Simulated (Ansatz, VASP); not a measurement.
## One calculation of Au, two programs

Contents of POSCAR:

```
Au
1.0
   -1.6376879824      1.6376879824      1.6376879824
    1.6376879824     -1.6376879824      1.6376879824
    3.2753759647      3.2753759647      0.0000000000
Au
2
Direct
    0.0107942842     -0.0107942842      0.0000000000
    0.4892057158      0.5107942842      0.5000000000
```

INCAR.step1

```
PREC     = Accurate       # precision mode
ENCUT    = 550            # plane-wave cutoff, eV
ISMEAR   = 0              # smearing method
SIGMA    = 0.15           # smearing width, eV
LREAL    = False          # projectors in reciprocal space
LASPH    = True           # aspherical terms in the spheres
NELM     = 120            # most SCF steps
NBANDS   = 18             # bands
GGA      = PE             # functional
ALGO     = Normal         # electronic algorithm
EDIFF    = 1E-5           # SCF threshold, eV
LWAVE    = True           # write WAVECAR
LCHARG   = False          # write CHGCAR
GGA_COMPAT= False
```

INCAR.step2

```
PREC     = Accurate       # precision mode
ENCUT    = 550            # plane-wave cutoff, eV
EDIFF    = 1E-6           # SCF threshold, eV
ISMEAR   = 0              # smearing method
SIGMA    = 0.15           # smearing width, eV
LREAL    = False          # projectors in reciprocal space
LASPH    = True           # aspherical terms in the spheres
NELM     = 120            # most SCF steps
ALGO     = Normal         # electronic algorithm
ISIF     = 2              # what is computed and relaxed
LWAVE    = False          # write WAVECAR
LCHARG   = False          # write CHGCAR
METAGGA  = R2SCAN         # meta-GGA
LMIXTAU  = True         
NBANDS   = 18             # bands
ISTART   = 1            
GGA_COMPAT= False
```

Contents of KPOINTS:

```
regular mesh
0
Gamma
  22 22 14
```

Input for Ansatz:

```yaml
crystal:
  lattice:
    - [-1.6376879824, 1.6376879824, 1.6376879824]
    - [1.6376879824, -1.6376879824, 1.6376879824]
    - [3.2753759647, 3.2753759647, 0.0]
  atoms:
    - { symbol: Au, position: [0.0107942842, -0.0107942842, 0.0] }
    - { symbol: Au, position: [0.4892057158, 0.5107942842, 0.5] }
basis:
  ecutwfc: 500
kpoints:
  mp_grid: { grid: [22, 22, 14] }
hamiltonian:
  xc: r2scan
scf:
  occupations: { method: gaussian, width: 0.15 }
output:
  forces: true
  stress: true
  eigenvalues: true
```

Change from the starting cell: mode 4 (4.1 1/cm) frozen in, largest displacement +0.050 Å.

Alike in both runs: task single point; functional r2SCAN; k mesh 22 × 22 × 14; occupations gaussian, width 0.15 eV; no spin polarisation.

```csv
,VASP,Ansatz
version,VASP 6.6.1,Ansatz 0.2.0
potentials or method,"VASP PAW PBE potentials, release 64 (Au), cutoff 550 eV","scalar-relativistic, plane waves, PAW"
valence electrons in the cell,22,38
```

```csv
,VASP,Ansatz,Ansatz less VASP
gap on the k mesh at the Fermi level (eV),none,none,-
pressure (GPa),0.6,0.3,-0.31
"traceless stress, the component that is largest in VASP (GPa)",0.34,0.34,+0.004
```

VASP's potentials were made for PBE, not for r2SCAN. A gap of «none» marks a metal or a gap that the smearing closes. The functional is the same, so the differences come from potentials, cutoffs and numerics. VASP's potentials hold 22 valence electrons a cell and Ansatz's 38, so a difference there can come from the potentials and not from the codes.

Neither program's run includes spin-orbit coupling.
